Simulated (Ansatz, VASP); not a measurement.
## BSb2As3: VASP beside Ansatz

```
B Sb As
1.0
     5.51245    0.00000    0.00000
    -2.75622    4.77392    0.00000
     0.00000    0.00000    8.43006
B Sb As
1 2 3
Direct
  0.00000 0.00000 0.50000
  0.00000 0.00000 0.25227
  0.00000 0.00000 0.74773
  0.50000 0.00000 0.50000
  0.00000 0.50000 0.50000
  0.50000 0.50000 0.50000
```

Alike in both runs: functional PBE; k mesh 12 × 12 × 6; occupations gaussian, width 0.1 eV; no spin polarisation.

Ansatz relaxed the structure, and its values are those at the end. VASP's run is a single point on that final structure, the one shown.

|  | VASP | Ansatz |
| --- | --- | --- |
| version | VASP 6.6.1 | Ansatz 0.2.0 |
| potentials or method | VASP PAW PBE potentials, release 64 (B, Sb, As), cutoff 520 eV | scalar-relativistic, plane waves, PAW |
| valence electrons in the cell | 28 | 78 |

|  | VASP | Ansatz | Ansatz less VASP |
| --- | --- | --- | --- |
| gap on the k mesh at the Fermi level (eV) | none | none | - |
| pressure (GPa) | 0.1 | 0.0 | -0.12 |
| rms of the force components (eV/Å) | 0.039 | 0.000 | -0.0385 |

A gap of «none» marks a metal or a gap that the smearing closes. VASP's potentials hold 28 valence electrons a cell and Ansatz's 78, so a difference there can come from the potentials and not from the codes. Ansatz's warnings: xc potential rough in thin density.

Spin-orbit coupling is off throughout.
